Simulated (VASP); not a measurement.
# Ir (P6_3/mmc) in VASP: further runs, part 2 of 2

VASP 6.6.1. Earlier steps stand in the parts before.

### Step 3. Single point, PBEsol

This run uses another cell than the first one, of 14.63 Å³/atom, 1.010 times its volume.

INCAR

```
ALGO = Fast ; EDIFF = 1E-6
ENCUT = 520 ; GGA = PS
ISIF = 2 ; ISMEAR = -1
LASPH = T ; LCHARG = F
LREAL = F ; LWAVE = F
NBANDS = 16 ; NELM = 80
PREC = Accurate ; SIGMA = 0.05
```

KPOINTS

```
k-points
0
Gamma
  9 9 5
```

POSCAR

```
Ir
1.0
    2.7513778946      0.0000000000      0.0000000000
   -1.3756889473      2.3827631521      0.0000000000
    0.0000000000      0.0000000000      4.4622900000
Ir
2
Direct
    0.3333333333      0.6666666667      0.2500000000
    0.6666666667      0.3333333333      0.7500000000
```

Potentials or basis: VASP PAW PBE potentials, release 64 (Ir).

Started as:

```sh
cat potpaw_PBE.64/Ir/POTCAR > POTCAR
mpirun -np 1 vasp_std > vasp.out
```

OUTCAR:

```text
EDIFF = 1E-6
   ENCUT = 520
   GGA = PS
   ISIF = 2
   ISMEAR = -1
   LASPH = T
   LREAL = F
   NELM = 80
   PREC = Accurate

 ion  position               nearest neighbor table
   1  0.333  0.667  0.250-   2 2.74   2 2.74   2 2.74   2 2.74   2 2.74   2 2.74
   2  0.667  0.333  0.750-   1 2.74   1 2.74   1 2.74   1 2.74   1 2.74   1 2.74

  LATTYP: Found a hexagonal cell.
 ALAT       =     2.7513778946
 C/A-ratio  =     1.6218382828

  Lattice vectors:

 A1 = (   2.7513778946,   0.0000000000,   0.0000000000)
 A2 = (  -1.3756889473,   2.3827631521,   0.0000000000)
 A3 = (   0.0000000000,   0.0000000000,   4.4622900000)

Analysis of symmetry for initial positions (statically):
=====================================================================
 Subroutine PRICEL returns:
 Original cell was already a primitive cell.

 Routine SETGRP: Setting up the symmetry group for a
 hexagonal supercell.

 Subroutine GETGRP returns: Found 24 space group operations
 (whereof 12 operations were pure point group operations)
[... 163 lines left out ...]

  energy without entropy =      -19.43146913  energy(sigma->0) =      -19.44174175

 E-fermi :   9.7248     XC(G=0): -13.9070

 val. band max:        9.6880408736   @ k =   0.4444   0.1111   0.2000
 cond. band min:       9.7328413853   @ k =   0.3333   0.3333   0.0000
 fundamental gap:      0.0448005116
 Fermi energy:         9.7247505044

 k-point     1 :       0.0000    0.0000    0.0000
  band No.  band energies     occupation
      1      -1.1572      2.00000
      2       1.9066      2.00000
      3       5.9998      2.00000
      4       6.1256      2.00000
      5       6.1256      2.00000
      6       6.7534      2.00000
[... 433 lines left out ...]
      3       3.9816      2.00000
      4       4.8852      2.00000
      5       5.7393      2.00000
      6       5.7393      2.00000
[... 8 lines left out ...]
     15      20.6815      0.00000
     16      21.5509      0.00000

 [... further k-points ...]

------------------------ aborting loop because EDIFF is reached ----------------------------------------

  FORCE on cell =-STRESS in cart. coord.  units (eV):
  Direction    XX          YY          ZZ          XY          YZ          ZX
  --------------------------------------------------------------------------------------
  -------------------------------------------------------------------------------------
  Total       -2.1546239     -2.1546239     -2.1819185     -0.0000000      0.0000000      0.0000000
  in kB     -118.0030253   -118.0030253   -119.4978804     -0.0000000      0.0000000      0.0000000
  external PRESSURE =    -118.5013103 kB  Pullay stress =       0.0000000 kB

 VOLUME and BASIS-vectors are now :
 -----------------------------------------------------------------------------
  energy-cutoff  :      520.00
  volume of cell :       29.25
      direct lattice vectors                 reciprocal lattice vectors
     2.751377895  0.000000000  0.000000000     0.363454254  0.209840411  0.000000000
    -1.375688947  2.382763152  0.000000000     0.000000000  0.419680823  0.000000000
     0.000000000  0.000000000  4.462290000     0.000000000  0.000000000  0.224100182

 POSITION                                       TOTAL-FORCE (eV/Angst)
 -----------------------------------------------------------------------------------
     -0.00000      1.58851      1.11557        -0.000000     -0.000000      0.000000
      1.37569      0.79425      3.34672         0.000000      0.000000      0.000000
 -----------------------------------------------------------------------------------
    total drift:                                0.000000     -0.000000     -0.000000

  FREE ENERGIE OF THE ION-ELECTRON SYSTEM (eV)
  ---------------------------------------------------
  free  energy   TOTEN  =       -19.4520143702 eV

  energy  without entropy=      -19.4314691308  energy(sigma->0) =      -19.44174175
```

It took 9.6 s on 1 thread of Intel Xeon 6975P-C (Granite Rapids), shared host; peak memory 0.14 GiB.

Results:

| Item | Value |
| --- | --- |
| Free energy | -19.4520 eV |
| Pressure | -11.9 GPa |
| Band gap on the k mesh | zero (band 9 reaches 10.67 eV, above the bottom of band 10 at 7.71 eV) |

Caveat: the PAW data sets were made with another functional, which shifts forces and pressure a little; spin-orbit coupling is left out, which moves the levels of the heavy elements.
